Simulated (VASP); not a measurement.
Wanted: the native input for a VASP 6.6.1 run.

```yaml
Task: single point
Functional: r2SCAN
Potentials_or_basis: VASP PAW PBE potentials, release 64 (Pb_d, O)
Cutoff: 520 eV
k_mesh: 6 × 6 × 6
Occupations: fermi-dirac, width 0.02 eV
Spin: no spin polarisation
Dipole_correction: no
Further_INCAR_settings: ALGO = Normal; EDIFF = 1e-06; NBANDS = 17
```

PbO:

```xyz
2
Lattice="3.1794 0.0000 0.0000 0.0000 3.1794 0.0000 0.0000 0.0000 3.1794" Properties=species:S:1:pos:R:3 pbc="T T T"
Pb    0.0000    0.0000    0.0000
O     1.5897    1.5897    1.5897
```

One way to write it, as run:

POSCAR

```
PbO
1.0
    3.1793716485      0.0000000000      0.0000000000
    0.0000000000      3.1793716485      0.0000000000
    0.0000000000      0.0000000000      3.1793716485
Pb O
1 1
Direct
    0.0000000000      0.0000000000      0.0000000000
    0.5000000000      0.5000000000      0.5000000000
```

INCAR.step1

```
SYSTEM = PbO
ALGO = Normal
EDIFF = 1E-4
ENCUT = 520
GGA = PE
ISMEAR = -1
LASPH = .TRUE.
LCHARG = .FALSE.
LREAL = .FALSE.
LWAVE = .TRUE.
NBANDS = 17
NELM = 100
PREC = Accurate
SIGMA = 0.02
```

INCAR.step2

```
SYSTEM = PbO
ALGO = Normal
EDIFF = 1E-6
ENCUT = 520
ISIF = 2
ISMEAR = -1
ISTART = 1
LASPH = .TRUE.
LCHARG = .FALSE.
LMIXTAU = .TRUE.
LREAL = .FALSE.
LWAVE = .FALSE.
METAGGA = R2SCAN
NBANDS = 17
NELM = 100
PREC = Accurate
SIGMA = 0.02
```

KPOINTS

```
k-points
0
G
  6 6 6
  0 0 0
```

Potentials or basis: VASP PAW PBE potentials, release 64 (Pb_d, O).

Run with:

```console
$ cat potpaw_PBE.64/Pb_d/POTCAR potpaw_PBE.64/O/POTCAR > POTCAR
$ cp INCAR.step1 INCAR
$ mpirun -np 1 vasp_std > vasp.out
$ cp INCAR.step2 INCAR
$ mpirun -np 1 vasp_std > vasp.out
```

Results of the run:

```yaml
Pressure: 0.1 GPa
Band_gap_on_the_k_mesh: 0.46 eV, direct
```

Caveat: the PAW data sets were made with another functional, which shifts forces and pressure a little; spin-orbit coupling is left out, which moves the levels of the heavy elements.

Run time: 16 s on 1 thread of Intel Xeon 6975P-C, on a shared host, peak memory 0.15 GiB.
